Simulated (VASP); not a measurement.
# Cl (P6_3/mmc) in VASP: further runs

Cl is run at these levels: LDA; tasks: relaxation of cell and atoms.

Everything below comes from runs of VASP 6.6.1. Logs are shortened: lines on timing, memory, paths and dates and some standing lists are left out, and cuts for length are marked.

## (1) The cell of the first run

It takes space group P6_3/mmc (No. 194, hexagonal). The conventional cell has a = 3.397 Å, b = 3.397 Å, c = 3.889 Å, α = 90.00°, β = 90.00°, γ = 120.00°. Within 3.6 Å of Cl (site symmetry -6m2) lie 12 Cl at 2.76 to 3.40 Å.

## (2) Relaxation of cell and atoms, LDA

INCAR reads:

```
  ALGO = Normal
  EDIFF = 1E-7
  EDIFFG = -0.01
  ENCUT = 600
  GGA = CA
  IBRION = 2
  ISIF = 3
  ISMEAR = -1
  LASPH = T
  LCHARG = F
  LREAL = F
  LWAVE = F
  NELM = 100
  NSW = 80
  PREC = Accurate
  SIGMA = 0.05
```

KPOINTS reads:

```
k-points
0
Gamma
  14 14 11
```

POSCAR reads:

```
Cl
1.0
    3.3971155270      0.0000000000      0.0000000000
   -1.6985577635      2.9419883459      0.0000000000
    0.0000000000      0.0000000000      3.8893186575
Cl
2
Direct
    0.3333333333      0.6666666667      0.2500000000
    0.6666666667      0.3333333333      0.7500000000
```

Potentials or basis: VASP PAW LDA potentials, release 64 (Cl).

Started as:

```
$ cat potpaw_LDA.64/Cl/POTCAR > POTCAR
$ mpirun -np 1 vasp_std > vasp.out
```

OUTCAR:

```text
EDIFF = 1E-7
   EDIFFG = -0.01
   ENCUT = 600
   GGA = CA
   IBRION = 2
   ISIF = 3
   ISMEAR = -1
   LASPH = T
   LREAL = F
   NELM = 100
   NSW = 80
   PREC = Accurate

 ion  position               nearest neighbor table
   1  0.333  0.667  0.250-
   2  0.667  0.333  0.750-

  LATTYP: Found a hexagonal cell.
 ALAT       =     3.3971155270
 C/A-ratio  =     1.1448885464

  Lattice vectors:

 A1 = (   3.3971155270,   0.0000000000,   0.0000000000)
 A2 = (  -1.6985577635,   2.9419883459,   0.0000000000)
 A3 = (   0.0000000000,   0.0000000000,   3.8893186575)

Analysis of symmetry for initial positions (statically):
=====================================================================
 Subroutine PRICEL returns:
 Original cell was already a primitive cell.

 Routine SETGRP: Setting up the symmetry group for a
 hexagonal supercell.

 Subroutine GETGRP returns: Found 24 space group operations
 (whereof 12 operations were pure point group operations)
 out of a pool of 24 trial point group operations.

The static configuration has the point symmetry D_3d.
 The point group associated with its full space group is D_6h.

Analysis of symmetry for dynamics (positions and initial velocities):
=====================================================================
 Subroutine PRICEL returns:
 Original cell was already a primitive cell.

 Routine SETGRP: Setting up the symmetry group for a
 hexagonal supercell.

 Subroutine GETGRP returns: Found 24 space group operations
 (whereof 12 operations were pure point group operations)
 out of a pool of 24 trial point group operations.

The dynamic configuration has the point symmetry D_3d.
 The point group associated with its full space group is D_6h.

 Subroutine INISYM returns: Found 24 space group operations
 (whereof 12 operations are pure point group operations),
 and found     1 'primitive' translations

----------------------------------------------------------------------------------------

                                     Primitive cell

  volume of cell :      38.8709

  direct lattice vectors                    reciprocal lattice vectors
     3.397115527  0.000000000  0.000000000     0.294367381  0.169953087  0.000000000
    -1.698557763  2.941988346  0.000000000     0.000000000  0.339906173  0.000000000
     0.000000000  0.000000000  3.889318658     0.000000000  0.000000000  0.257114443

  length of vectors
     3.397115527  3.397115527  3.889318658     0.339906173  0.339906173  0.257114443

  position of ions in fractional coordinates (direct lattice)
     0.333333333  0.666666667  0.250000000
     0.666666667  0.333333333  0.750000000

  ion indices of the primitive-cell ions
   primitive index   ion index
                 1           1
                 2           2

----------------------------------------------------------------------------------------

 KPOINTS: k-points

Automatic generation of k-mesh.
 Grid dimensions read from file:
 generate k-points for:   14   14   11

 Generating k-lattice:

  Cartesian coordinates                     Fractional coordinates (reciprocal lattice)
     0.021026241  0.012139506  0.000000000     0.071428571 -0.000000000  0.000000000
     0.000000000  0.024279012  0.000000000     0.000000000  0.071428571  0.000000000
     0.000000000  0.000000000  0.023374040     0.000000000  0.000000000  0.090909091

  Length of vectors
[... 54 lines left out ...]
   NELM   =    100;   NELMIN=  2; NELMDL= -5     # of ELM steps
   EDIFF  = 0.1E-06   stopping-criterion for ELM
   LREAL  =      F    real-space projection
   EDIFFG = -.1E-01   stopping-criterion for IOM
   NSW    =     80    number of steps for IOM
   IBRION =      2    ionic relax: 0-MD 1-quasi-New 2-CG
   NFREE  =      1    steps in history (QN), initial steepest desc. (CG)
   ISIF   =      3    stress and relaxation
   ISYM   =      2    0-nonsym 1-usesym 2-fastsym
   POTIM  = 0.5000    time-step for ionic-motion
   TEBEG  =    0.0;   TEEND  =   0.0 temperature during run
   PSTRESS=    0.0 pullay stress
   NELECT =      14.0000    total number of electrons
   NUPDOWN=      -1.0000    fix difference up-down
   EMIN   =  10.00;   EMAX   =-10.00  energy-range for DOS
   EFERMI =   0.00;   METHOD = LEGACY
   ISMEAR =    -1;   SIGMA  =   0.05  broadening in eV -4-tet -1-fermi 0-gaus
   EFERMI_NEDOS =   21; number of points for ismear=-14 and -15
   IALGO  =     38    algorithm
   IMIX   =      4    mixing-type and parameters
     AMIX     =   0.40;   BMIX     =  1.00
     AMIX_MAG =   1.60;   BMIX_MAG =  1.00
  volume/ion in A,a.u.               =      19.44       131.16
  Fermi-wavevector in a.u.,A,eV,Ry     =   1.164776  2.201108 18.459081  1.356704
  Thomas-Fermi vector in A             =   2.301310
   LORBIT       =      0    0 simple, 1 ext, 2 COOP (PROOUT), +10 PAW based schemes
   GGA     = CA    functional components
   LHFCALC =     F    Hartree Fock is set to
   AEXX    =    0.0000 exact exchange contribution
   IVDW    =     0    specifies the selected vdW correction
   LEPSILON=     F    determine dielectric tensor
   LRPA    =     F    only Hartree local field effects (RPA)
 conjugate gradient relaxation of ions
 non-spin polarized calculation
  energy-cutoff  :      600.00
  volume of cell :       38.87
 maximum number of plane-waves:      1324
 NGX is ok and might be reduce to    28
   NGX = 13   NGY = 13   NGZ = 15

--------------------------------------- Ionic step        1  -------------------------------------------

 number of electron      13.9999999 magnetization

 Free energy of the ion-electron system (eV)
  ---------------------------------------------------
  ext. energy  EPLUGINS =         0.00000000
  ---------------------------------------------------
  free energy    TOTEN  =        -3.40909085 eV

  energy without entropy =       -3.38762223  energy(sigma->0) =       -3.39835654

------------------------ aborting loop because EDIFF is reached ----------------------------------------

  FORCE on cell =-STRESS in cart. coord.  units (eV):
  Direction    XX          YY          ZZ          XY          YZ          ZX
  --------------------------------------------------------------------------------------
  -------------------------------------------------------------------------------------
  Total       -0.0052744     -0.0052744      0.0312913      0.0000000     -0.0000000      0.0000000
  in kB       -0.2173993     -0.2173993      1.2897613      0.0000000     -0.0000000      0.0000000
  external PRESSURE =       0.2849876 kB  Pullay stress =       0.0000000 kB

 VOLUME and BASIS-vectors are now :
 -----------------------------------------------------------------------------
  energy-cutoff  :      600.00
  volume of cell :       38.87
      direct lattice vectors                 reciprocal lattice vectors
     3.397115527  0.000000000  0.000000000     0.294367381  0.169953087  0.000000000
    -1.698557763  2.941988346  0.000000000     0.000000000  0.339906173  0.000000000
     0.000000000  0.000000000  3.889318658     0.000000000  0.000000000  0.257114443

 POSITION                                       TOTAL-FORCE (eV/Angst)
 -----------------------------------------------------------------------------------
     -0.00000      1.96133      0.97233        -0.000000      0.000000     -0.000000
      1.69856      0.98066      2.91699         0.000000     -0.000000      0.000000
 -----------------------------------------------------------------------------------
    total drift:                               -0.000000      0.000000      0.000000

  FREE ENERGIE OF THE ION-ELECTRON SYSTEM (eV)
  ---------------------------------------------------
  free  energy   TOTEN  =        -3.4090908511 eV

  energy  without entropy=       -3.3876222264  energy(sigma->0) =       -3.39835654

--------------------------------------- Ionic step        2  -------------------------------------------

 number of electron      13.9999999 magnetization

 Free energy of the ion-electron system (eV)
  ---------------------------------------------------
  ext. energy  EPLUGINS =         0.00000000
  ---------------------------------------------------
  free energy    TOTEN  =        -3.40910824 eV

  energy without entropy =       -3.38762682  energy(sigma->0) =       -3.39836753

 E-fermi :   3.1199     XC(G=0): -10.3164

 val. band max:        3.1156468389   @ k =   0.4286   0.0714   0.4545
 cond. band min:       3.1214327506   @ k =   0.2857   0.2143   0.1818
 fundamental gap:      0.0057859117
 Fermi energy:         3.1199297471

 k-point     1 :       0.0000    0.0000    0.0000
  band No.  band energies     occupation
      1     -13.4786      2.00000
      2      -9.5649      2.00000
      3      -2.0080      2.00000
      4       0.9285      2.00000
      5       0.9285      2.00000
      6       2.9948      1.84855
      7       2.9948      1.84855
      8       4.3243      0.00000
      9       9.8956      0.00000
     10      11.8558      0.00000
     11      14.9994      0.00000
[... 309 lines left out ...]
 k-point    24 :       0.3571    0.2857    0.0000
  band No.  band energies     occupation
      1     -11.3969      2.00000
      2     -11.0716      2.00000
      3      -1.9694      2.00000
      4       0.4358      2.00000
      5       0.5105      2.00000
      6       0.8060      2.00000
      7       0.9799      2.00000
      8       2.8146      1.99555
      9      11.8016      0.00000
     10      12.5906      0.00000
     11      14.0439      0.00000

 [... further k-points ...]
[... 5 lines left out ...]
  --------------------------------------------------------------------------------------
  -------------------------------------------------------------------------------------
  Total       -0.0154037     -0.0154037      0.0064385      0.0000000      0.0000000      0.0000000
  in kB       -0.6345907     -0.6345907      0.2652467      0.0000000      0.0000000      0.0000000
  external PRESSURE =      -0.3346449 kB  Pullay stress =       0.0000000 kB

 VOLUME and BASIS-vectors are now :
 -----------------------------------------------------------------------------
  energy-cutoff  :      600.00
  volume of cell :       38.89
      direct lattice vectors                 reciprocal lattice vectors
     3.396683328  0.000000000  0.000000000     0.294404837  0.169974712 -0.000000000
    -1.698341664  2.941614051 -0.000000000     0.000000000  0.339949423  0.000000000
     0.000000000 -0.000000000  3.892254267     0.000000000  0.000000000  0.256920523

 POSITION                                       TOTAL-FORCE (eV/Angst)
 -----------------------------------------------------------------------------------
     -0.00000      1.96108      0.97306         0.000000     -0.000000     -0.000000
      1.69834      0.98054      2.91919        -0.000000      0.000000      0.000000
 -----------------------------------------------------------------------------------
    total drift:                               -0.000000      0.000000      0.000000

  FREE ENERGIE OF THE ION-ELECTRON SYSTEM (eV)
  ---------------------------------------------------
  free  energy   TOTEN  =        -3.4091082375 eV

  energy  without entropy=       -3.3876268195  energy(sigma->0) =       -3.39836753

 reached required accuracy - stopping structural energy minimisation
```

It took 66 s on 1 thread of Intel Xeon Platinum 8259CL at 2.50GHz (Skylake/Cascade Lake), shared host; peak memory 0.18 GiB.

What came out:

```yaml
Free_energy: -3.4091 eV
Relaxed_volume: 19.45 Å³/atom
Relaxed_cell: a = 3.397 Å, b = 3.397 Å, c = 3.892 Å, α = 90.00°, β = 90.00°, γ = 120.00°
Space_group_after_relaxing_to_0.1_Å: P6_3/mmc (No. 194)
Energy_gained_by_relaxing: 0.0 meV/atom
Ionic_steps: 2
Pressure_after_relaxing: 0.0 GPa
Band_gap_on_the_k_mesh: zero (bands 7 and 8 overlap by 1.90 eV)
```

Final structure:
```cif
data_structure
_symmetry_space_group_name_H-M 'P 1'
_symmetry_Int_Tables_number 1
_cell_length_a 3.3967
_cell_length_b 3.3967
_cell_length_c 3.8923
_cell_angle_alpha 90.000
_cell_angle_beta 90.000
_cell_angle_gamma 120.000
_cell_volume 38.89
loop_
_atom_site_label
_atom_site_type_symbol
_atom_site_fract_x
_atom_site_fract_y
_atom_site_fract_z
_atom_site_occupancy
Cl1 Cl 0.33333 0.66667 0.25000 1
Cl2 Cl 0.66667 0.33333 0.75000 1
```

Levels at points of the mesh, in eV from the Fermi level:
```
           k point  band 4  band 5  band 6  band 7  band 8  band 9  band 10  band 11
(0.00, 0.00, 0.00)   -2.19   -2.19   -0.13   -0.13    1.20    6.78     8.74    11.88
(0.50, 0.00, 0.00)   -3.39   -3.28   -2.00   -1.46    0.36    6.62    10.89    11.45
```

## (3) Relaxation of cell and atoms, LDA

This run uses another cell than the first one, of 22.31 Å³/atom.

INCAR reads:

```
SYSTEM = Cl
  PREC = Accurate
  ENCUT = 600
  EDIFF = 1E-7
  ISMEAR = -1
  SIGMA = 0.05
  LREAL = .FALSE.
  LASPH = .TRUE.
  NELM = 80
  ALGO = Normal
  ISIF = 3
  LWAVE = .FALSE.
  LCHARG = .FALSE.
  GGA = CA
  IBRION = 2
  NSW = 80
  EDIFFG = -0.01
```

KPOINTS reads:

```
Automatic mesh
0
G
  15 15 8
  0 0 0
```

POSCAR reads:

```
Cl
1.0
    3.1600000000      0.0000000000      0.0000000000
   -1.5800000000      2.7366402760      0.0000000000
    0.0000000000      0.0000000000      5.1602800000
Cl
2
Direct
    0.3333333333      0.6666666667      0.2500000000
    0.6666666667      0.3333333333      0.7500000000
```

Potentials or basis: VASP PAW LDA potentials, release 64 (Cl).

Started as:

```
$ cat potpaw_LDA.64/Cl/POTCAR > POTCAR
$ mpirun -np 1 vasp_std > vasp.out
```

Run time: 2.7 min. Hardware: 1 thread of Intel Xeon Platinum 8259CL at 2.50GHz (Skylake/Cascade Lake), shared host; peak memory 0.19 GiB.

It converged, with:

```
Free energy                           : -3.0677 eV
Relaxed volume                        : 18.33 Å³/atom
Relaxed cell                          : a = 2.960 Å, b = 2.960 Å, c = 4.833 Å, α = 90.00°, β = 90.00°, γ = 120.00°
Space group after relaxing (to 0.1 Å) : P6_3/mmc (No. 194)
Energy gained by relaxing             : 97.8 meV/atom
Ionic steps                           : 4
Pressure after relaxing               : 0.0 GPa
Band gap on the k mesh                : zero (bands 7 and 8 overlap by 2.83 eV)
```

Step by step:
| step | energy change (eV) | largest force (eV/Å) | pressure (GPa) | volume (Å³) |
| --- | --- | --- | --- | --- |
| 1 | 0.0000 | 0.0000 | -6.45 | 44.62 |
| 2 | -0.1725 | 0.0000 | -2.91 | 39.07 |
| 3 | -0.1954 | 0.0000 | -0.31 | 36.90 |
| 4 | -0.1956 | 0.0000 | 0.04 | 36.66 |

Final structure:
```yaml
crystal:
  lattice:
    - [2.95955, 0.00000, 0.00000]
    - [-1.47977, 2.56304, 0.00000]
    - [0.00000, 0.00000, 4.83312]
  atoms:
    - { symbol: Cl, position: [0.33333, 0.66667, 0.25000] }
    - { symbol: Cl, position: [0.66667, 0.33333, 0.75000] }
```

Levels at points of the mesh, in eV from the Fermi level:
| k point | band 5 | band 6 | band 7 | band 8 | band 9 | band 10 |
| --- | --- | --- | --- | --- | --- | --- |
| (0.00, 0.00, 0.00) | 0.29 | 1.04 | 1.04 | 1.09 | 9.73 | 10.69 |
| (0.00, 0.00, 0.50) | 0.66 | 0.66 | 0.66 | 0.66 | 11.00 | 11.00 |

Caveat: the volume moved by over 15 % at a fixed basis, so the end points are rough.
